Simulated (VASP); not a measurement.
# Lu (P6_3/mmc) in VASP: single point with PBE

Aim: the single point of Lu with PBE.

Program: VASP 6.6.1. These are calculated values, not measurements. Logs are shortened: lines on timing, memory, paths and dates and some standing lists are left out, and cuts for length are marked.

**1. The cell of the first run**

Symmetry: P6_3/mmc, No. 194, hexagonal system. The conventional cell has a = 3.510 Å, b = 3.510 Å, c = 5.563 Å, α = 90.00°, β = 90.00°, γ = 120.00°. Within 4.5 Å of Lu (site symmetry -6m2) lie 12 Lu at 3.44 to 3.51 Å.

**2. Single point, PBE**

Input file INCAR:

```
SYSTEM = Lu
PREC = Accurate
ENCUT = 520
EDIFF = 1E-6
ISMEAR = 0
SIGMA = 0.05
LREAL = .FALSE.
LASPH = .TRUE.
NELM = 80
ALGO = Fast
ISIF = 2
LWAVE = .FALSE.
LCHARG = .FALSE.
GGA = PE
NBANDS = 32
```

Input file KPOINTS:

```
regular mesh
0
G
  12 12 6
  0 0 0
```

Input file POSCAR:

```
Lu
1.0
    3.5100005570      0.0000000000      0.0000000000
   -1.7550002785      3.0397496497      0.0000000000
    0.0000000000      0.0000000000      5.5633508829
Lu
2
Direct
    0.3333333333      0.6666666667      0.7500000000
    0.6666666667      0.3333333333      0.2500000000
```

Potentials or basis: VASP PAW PBE potentials, release 64 (Lu).

The run is started by

```sh
cat potpaw_PBE.64/Lu/POTCAR > POTCAR
mpirun -np 1 vasp_std > vasp.out
```

OUTCAR:

```text
SYSTEM = Lu
   PREC = Accurate
   ENCUT = 520
   EDIFF = 1E-6
   ISMEAR = 0
   LREAL = .FALSE.
   LASPH = .TRUE.
   NELM = 80
   ISIF = 2
   GGA = PE

 ion  position               nearest neighbor table
   1  0.333  0.667  0.750-   2 3.44   2 3.44   2 3.44   2 3.44   2 3.44   2 3.44
   2  0.667  0.333  0.250-   1 3.44   1 3.44   1 3.44   1 3.44   1 3.44   1 3.44

  LATTYP: Found a hexagonal cell.
 ALAT       =     3.5100005570
 C/A-ratio  =     1.5850000000

  Lattice vectors:

 A1 = (   3.5100005570,   0.0000000000,   0.0000000000)
 A2 = (  -1.7550002785,   3.0397496497,   0.0000000000)
 A3 = (   0.0000000000,   0.0000000000,   5.5633508829)

Analysis of symmetry for initial positions (statically):
=====================================================================
 Subroutine PRICEL returns:
 Original cell was already a primitive cell.

 Routine SETGRP: Setting up the symmetry group for a
 hexagonal supercell.

 Subroutine GETGRP returns: Found 24 space group operations
 (whereof 12 operations were pure point group operations)
 out of a pool of 24 trial point group operations.

The static configuration has the point symmetry D_3d.
 The point group associated with its full space group is D_6h.

Analysis of symmetry for dynamics (positions and initial velocities):
=====================================================================
 Subroutine PRICEL returns:
 Original cell was already a primitive cell.

 Routine SETGRP: Setting up the symmetry group for a
 hexagonal supercell.

 Subroutine GETGRP returns: Found 24 space group operations
 (whereof 12 operations were pure point group operations)
 out of a pool of 24 trial point group operations.

The dynamic configuration has the point symmetry D_3d.
 The point group associated with its full space group is D_6h.

 Subroutine INISYM returns: Found 24 space group operations
 (whereof 12 operations are pure point group operations),
 and found     1 'primitive' translations

----------------------------------------------------------------------------------------

                                     Primitive cell

  volume of cell :      59.3583

  direct lattice vectors                    reciprocal lattice vectors
     3.510000557  0.000000000  0.000000000     0.284900240  0.164487230  0.000000000
    -1.755000279  3.039749650  0.000000000     0.000000000  0.328974460  0.000000000
     0.000000000  0.000000000  5.563350883     0.000000000  0.000000000  0.179747785

  length of vectors
     3.510000557  3.510000557  5.563350883     0.328974460  0.328974460  0.179747785

  position of ions in fractional coordinates (direct lattice)
     0.333333333  0.666666667  0.750000000
     0.666666667  0.333333333  0.250000000

  ion indices of the primitive-cell ions
   primitive index   ion index
                 1           1
                 2           2

----------------------------------------------------------------------------------------

 KPOINTS: regular mesh

Automatic generation of k-mesh.
 Grid dimensions read from file:
 generate k-points for:   12   12    6

 Generating k-lattice:

  Cartesian coordinates                     Fractional coordinates (reciprocal lattice)
     0.023741687  0.013707269  0.000000000     0.083333333 -0.000000000  0.000000000
     0.000000000  0.027414538  0.000000000     0.000000000  0.083333333  0.000000000
     0.000000000  0.000000000  0.029957964     0.000000000  0.000000000  0.166666667

  Length of vectors
     0.027414538  0.027414538  0.029957964

  Shift w.r.t. Gamma in fractional coordinates (k-lattice)
     0.000000000  0.000000000  0.000000000

 Subroutine IBZKPT returns following result:
 ===========================================

 Found     76 irreducible k-points:

 Following reciprocal coordinates:
            Coordinates               Weight
  0.000000  0.000000  0.000000      1.000000
  0.083333  0.000000  0.000000      6.000000
  0.166667  0.000000  0.000000      6.000000
  0.250000  0.000000  0.000000      6.000000
  0.333333  0.000000  0.000000      6.000000
  0.416667  0.000000  0.000000      6.000000
[... 16 lines left out ...]
  0.250000  0.000000  0.166667     12.000000
  0.333333  0.000000  0.166667     12.000000
 [... further k-points ...]
   k-points           NKPTS =     76   k-points in BZ     NKDIM =     76   number of bands    NBANDS=     32
   number of dos      NEDOS =    301   number of ions     NIONS =      2
   total plane-waves  NPLWV =  32928
   dimension x,y,z NGX =    28 NGY =   28 NGZ =   42
   dimension x,y,z NGXF=    56 NGYF=   56 NGZF=   84
   ions per type =               2
   NGX,Y,Z   is equivalent  to a cutoff of  13.26, 13.26, 12.55 a.u.
   NGXF,Y,Z  is equivalent  to a cutoff of  26.52, 26.52, 25.10 a.u.
 SYSTEM =  Lu
   PREC   = accura    normal or accurate (medium, high low for compatibility)
   ISTART =      0    job   : 0-new  1-cont  2-samecut
   ICHARG =      2    charge: 1-file 2-atom 10-const
   ISPIN  =      1    spin polarized calculation?
   LNONCOLLINEAR =      F non collinear calculations
   LSORBIT =      F    spin-orbit coupling
   LASPH  =      T    aspherical Exc in radial PAW
   ENCUT  =  520.0 eV  38.22 Ry    6.18 a.u.   6.53  6.53 10.34*2*pi/ulx,y,z
   NELM   =     80;   NELMIN=  2; NELMDL= -5     # of ELM steps
   EDIFF  = 0.1E-05   stopping-criterion for ELM
   LREAL  =      F    real-space projection
[... 7 lines left out ...]
   TEBEG  =    0.0;   TEEND  =   0.0 temperature during run
   PSTRESS=    0.0 pullay stress
   NELECT =      50.0000    total number of electrons
   NUPDOWN=      -1.0000    fix difference up-down
   EMIN   =  10.00;   EMAX   =-10.00  energy-range for DOS
   EFERMI =   0.00;   METHOD = LEGACY
   ISMEAR =     0;   SIGMA  =   0.05  broadening in eV -4-tet -1-fermi 0-gaus
   EFERMI_NEDOS =   21; number of points for ismear=-14 and -15
   IALGO  =     68    algorithm
   IMIX   =      4    mixing-type and parameters
     AMIX     =   0.40;   BMIX     =  1.00
     AMIX_MAG =   1.60;   BMIX_MAG =  1.00
  volume/ion in A,a.u.               =      29.68       200.28
  Fermi-wavevector in a.u.,A,eV,Ry     =   1.546100  2.921706 32.523725  2.390426
  Thomas-Fermi vector in A             =   2.651385
   LORBIT       =      0    0 simple, 1 ext, 2 COOP (PROOUT), +10 PAW based schemes
   GGA     = PE    functional components
   LHFCALC =     F    Hartree Fock is set to
   AEXX    =    0.0000 exact exchange contribution
   IVDW    =     0    specifies the selected vdW correction
   LEPSILON=     F    determine dielectric tensor
   LRPA    =     F    only Hartree local field effects (RPA)
 non-spin polarized calculation
 RMM-DIIS sequential band-by-band and
 Gauss-broadening in eV      SIGMA  =   0.05
  energy-cutoff  :      520.00
  volume of cell :       59.36
 maximum number of plane-waves:      1640
 NGX is ok and might be reduce to    28
   NGX = 13   NGY = 13   NGZ = 21

 number of electron      49.9999998 magnetization

 Free energy of the ion-electron system (eV)
  ---------------------------------------------------
  ext. energy  EPLUGINS =         0.00000000
  ---------------------------------------------------
  free energy    TOTEN  =        -9.03995206 eV

  energy without entropy =       -9.03579918  energy(sigma->0) =       -9.03787562

 E-fermi :   2.1461     XC(G=0): -10.5744

 val. band max:        2.1360412049   @ k =   0.4167   0.0833   0.3333
 cond. band min:       2.1570168375   @ k =   0.3333   0.0833   0.1667
 fundamental gap:      0.0209756325
 Fermi energy:         2.1461351705

 k-point     1 :       0.0000    0.0000    0.0000
  band No.  band energies     occupation
      1     -54.0840      2.00000
      2     -54.0533      2.00000
      3     -24.9970      2.00000
      4     -24.5992      2.00000
      5     -24.5992      2.00000
      6     -24.5253      2.00000
[... 24 lines left out ...]
     31       5.6409      0.00000
     32       5.6409      0.00000

 k-point     2 :       0.0833    0.0000    0.0000
  band No.  band energies     occupation
      1     -54.0824      2.00000
      2     -54.0527      2.00000
      3     -24.9867      2.00000
      4     -24.6207      2.00000
      5     -24.6064      2.00000
      6     -24.5479      2.00000
[... 24 lines left out ...]
     31       5.3935      0.00000
     32       5.4730      0.00000

 k-point     3 :       0.1667    0.0000    0.0000
  band No.  band energies     occupation
      1     -54.0783      2.00000
      2     -54.0512      2.00000
      3     -24.9571      2.00000
      4     -24.6796      2.00000
      5     -24.6257      2.00000
      6     -24.6087      2.00000
[... 24 lines left out ...]
     31       5.3783      0.00000
     32       5.6358      0.00000

 k-point     4 :       0.2500    0.0000    0.0000
  band No.  band energies     occupation
      1     -54.0723      2.00000
      2     -54.0494      2.00000
      3     -24.9125      2.00000
      4     -24.7603      2.00000
      5     -24.6889      2.00000
      6     -24.6510      2.00000
[... 24 lines left out ...]
     31       5.9456      0.00000
     32       6.3281      0.00000

 k-point     5 :       0.3333    0.0000    0.0000
  band No.  band energies     occupation
      1     -54.0658      2.00000
      2     -54.0481      2.00000
      3     -24.8600      2.00000
      4     -24.8414      2.00000
      5     -24.7661      2.00000
      6     -24.6754      2.00000
[... 584 lines left out ...]
     31       5.8466      0.00000
     32       5.8536      0.00000

 k-point    22 :       0.1667    0.0000    0.1667
  band No.  band energies     occupation
      1     -54.0765      2.00000
      2     -54.0530      2.00000
      3     -24.9339      2.00000
      4     -24.6706      2.00000
      5     -24.6297      2.00000
      6     -24.6198      2.00000
[... 24 lines left out ...]
     31       5.7989      0.00000
     32       5.8164      0.00000

 k-point    23 :       0.2500    0.0000    0.1667
  band No.  band energies     occupation
      1     -54.0708      2.00000
      2     -54.0510      2.00000
      3     -24.9048      2.00000
      4     -24.7431      2.00000
      5     -24.7077      2.00000
      6     -24.6443      2.00000
[... 24 lines left out ...]
     31       6.1150      0.00000
     32       6.3110      0.00000

 k-point    24 :       0.3333    0.0000    0.1667
  band No.  band energies     occupation
      1     -54.0646      2.00000
      2     -54.0493      2.00000
      3     -24.8976      2.00000
      4     -24.8026      2.00000
      5     -24.7672      2.00000
      6     -24.6680      2.00000
[... 24 lines left out ...]
     31       6.6830      0.00000
     32       7.1004      0.00000

 [... further k-points ...]
[... 5 lines left out ...]
  --------------------------------------------------------------------------------------
  -------------------------------------------------------------------------------------
  Total       -0.2590401     -0.2590401     -0.6832521      0.0000000      0.0000000      0.0000000
  in kB       -6.9919145     -6.9919145    -18.4420888      0.0000000      0.0000000      0.0000000
  external PRESSURE =     -10.8086393 kB  Pullay stress =       0.0000000 kB

 VOLUME and BASIS-vectors are now :
 -----------------------------------------------------------------------------
  energy-cutoff  :      520.00
  volume of cell :       59.36
      direct lattice vectors                 reciprocal lattice vectors
     3.510000557  0.000000000  0.000000000     0.284900240  0.164487230  0.000000000
    -1.755000279  3.039749650  0.000000000     0.000000000  0.328974460  0.000000000
     0.000000000  0.000000000  5.563350883     0.000000000  0.000000000  0.179747785

 POSITION                                       TOTAL-FORCE (eV/Angst)
 -----------------------------------------------------------------------------------
     -0.00000      2.02650      4.17251        -0.000000      0.000000      0.000000
      1.75500      1.01325      1.39084         0.000000      0.000000      0.000000
 -----------------------------------------------------------------------------------
    total drift:                                0.000000     -0.000000      0.000000

  FREE ENERGIE OF THE ION-ELECTRON SYSTEM (eV)
  ---------------------------------------------------
  free  energy   TOTEN  =        -9.0399520607 eV

  energy  without entropy=       -9.0357991775  energy(sigma->0) =       -9.03787562
```

It took 9.1 min on 1 thread of Intel Xeon Platinum 8259CL at 2.50GHz (Skylake/Cascade Lake), shared host; peak memory 0.26 GiB.

Results:

| Property | Result |
| --- | --- |
| Free energy | -9.0400 eV |
| Pressure | -1.1 GPa |
| Band gap on the k mesh | zero (bands 25 and 26 overlap by 1.74 eV) |

Caveat: spin-orbit coupling is left out, which moves the levels of the heavy elements.
